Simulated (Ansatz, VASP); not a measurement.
CdH2O2 in VASP and in Ansatz

File INCAR:

```
PREC = Accurate
ENCUT = 520
EDIFF = 1E-6
ISMEAR = 0
SIGMA = 0.05
LREAL = F
LASPH = T
NELM = 100
ALGO = Normal
ISIF = 2
LWAVE = F
LCHARG = F
GGA = PS
NBANDS = 21
```

The input KPOINTS:

```
Automatic mesh
0
Gamma
  9 9 6
```

File POSCAR:

```
CdH2O2
1.0
    3.8398216553      0.0000000000      0.0000000000
   -1.9199108277      3.3253830995      0.0000000000
    0.0000000000      0.0000000000      4.4413930000
Cd H O
1 2 2
Direct
    0.3333333333      0.6666666667      0.9873000000
    0.0000000000      0.0000000000      0.0080770000
    0.6666666667      0.3333333333      0.4318850000
   -0.0069732363     -0.0034866181      0.7882975395
    0.6596934304      0.3298467152      0.2139975395
```

Input for Ansatz:

```yaml
crystal:
  lattice:
    - [3.8398216553, 0.0, 0.0]
    - [-1.9199108277, 3.3253830995, 0.0]
    - [0.0, 0.0, 4.441393]
  atoms:
    - { symbol: Cd, position: [0.3333333333, 0.6666666667, 0.9873] }
    - { symbol: H, position: [0.0, 0.0, 0.008077] }
    - { symbol: H, position: [0.6666666667, 0.3333333333, 0.431885] }
    - { symbol: O, position: [-0.0069732363, -0.0034866181, 0.7882975395] }
    - { symbol: O, position: [0.6596934304, 0.3298467152, 0.2139975395] }
basis:
  ecutwfc: 420
kpoints:
  mp_grid: { grid: [9, 9, 6] }
hamiltonian:
  xc: pbesol
scf:
  occupations: { method: gaussian, width: 0.05 }
output:
  forces: true
  stress: true
  eigenvalues: true
```

Change from the starting cell: all O atoms moved +0.025 Å, as atom 4 towards its neighbour atom 1 (Cd) at 2.390 Å.

Alike in both runs: task single point; functional PBEsol; k mesh 9 × 9 × 6; occupations gaussian, width 0.05 eV; no spin polarisation.

|  | VASP | Ansatz |
| --- | --- | --- |
| version | VASP 6.6.1 | Ansatz 0.2.0 |
| potentials or method | VASP PAW PBE potentials, release 64 (Cd, H, O), cutoff 520 eV | scalar-relativistic, plane waves, PAW |
| valence electrons in the cell | 26 | 34 |

Ansatz gave:

```
gap on the k mesh at the Fermi level (eV)                     : 1.16
least direct gap on the mesh (eV)                             : 1.68
pressure (GPa)                                                : -3.6
traceless stress, the component that is largest in VASP (GPa) : 3.75
rms of the force components (eV/Å)                            : 0.294
```

Which values does VASP return?

gap on the k mesh at the Fermi level (eV): 1.14; least direct gap on the mesh (eV): 1.66; pressure (GPa): -3.0; traceless stress, the component that is largest in VASP (GPa): 4.01; rms of the force components (eV/Å): 0.358.

VASP's potentials were made for PBE, not for PBEsol. Atom by atom the forces differ by 0.081 eV/Å (rms over components). With one functional, cell and mesh, what is left measures potentials, basis and numerics. VASP's potentials hold 26 valence electrons a cell and Ansatz's 34, so a difference there can come from the potentials and not from the codes.
